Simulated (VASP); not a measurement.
Here is a VASP 6.6.1 calculation.

The input POSCAR:

```
GaAs
1.0
    0.0000000000      2.8268500000      2.8268500000
    2.8268500000      0.0000000000      2.8268500000
    2.8268500000      2.8268500000      0.0000000000
Ga As
1 1
Direct
    0.0000000000      0.0000000000      0.0000000000
    0.7500000000      0.7500000000      0.7500000000
```

File INCAR.step1:

```
  ALGO = Normal
  EDIFF = 1E-4
  ENCUT = 600
  GGA = PE
  ISMEAR = 0
  LASPH = True
  LCHARG = False
  LREAL = False
  LWAVE = True
  NELM = 60
  PREC = Accurate
  SIGMA = 0.01
```

File INCAR.step2:

```
  ALGO = Normal
  EDIFF = 1E-7
  EDIFFG = -0.002
  ENCUT = 600
  IBRION = 2
  ISIF = 3
  ISMEAR = 0
  ISTART = 1
  LASPH = True
  LCHARG = False
  LMIXTAU = True
  LREAL = False
  LWAVE = False
  METAGGA = R2SCAN
  NELM = 60
  NSW = 100
  PREC = Accurate
  SIGMA = 0.01
```

File KPOINTS:

```
k-points
0
Gamma
  12 12 12
```

Potentials or basis: VASP PAW PBE potentials, release 64 (Ga_d, As).

Launch:

```bash
$ cat potpaw_PBE.64/Ga_d/POTCAR potpaw_PBE.64/As/POTCAR > POTCAR
$ cp INCAR.step1 INCAR
$ mpirun -np 1 vasp_std > vasp.out
$ cp INCAR.step2 INCAR
$ mpirun -np 1 vasp_std > vasp.out
```

**Question.** Predict the relaxed cell.

**Answer.** a = 4.009 Å, b = 4.009 Å, c = 4.009 Å, α = 60.00°, β = 60.00°, γ = 60.00°.

**Question.** Predict the space group after relaxing (to 0.05 Å).

**Answer.** F-43m (No. 216).

**Question.** Estimate the relaxed volume.

**Answer.** 22.77 Å³/atom.

**Question.** What does it give for the band gap on the k mesh?

**Answer.** 0.93 eV, direct.

Final structure:
```
Ga As
1.0
     0.00000    2.83444    2.83444
     2.83444    0.00000    2.83444
     2.83444    2.83444    0.00000
Ga As
1 1
Direct
  0.00000 0.00000 0.00000
  0.75000 0.75000 0.75000
```

Caveat: the PAW data sets were made with another functional, which shifts forces and pressure a little. r2SCAN opens gaps a little over a GGA but as a rule still falls short of measured ones.
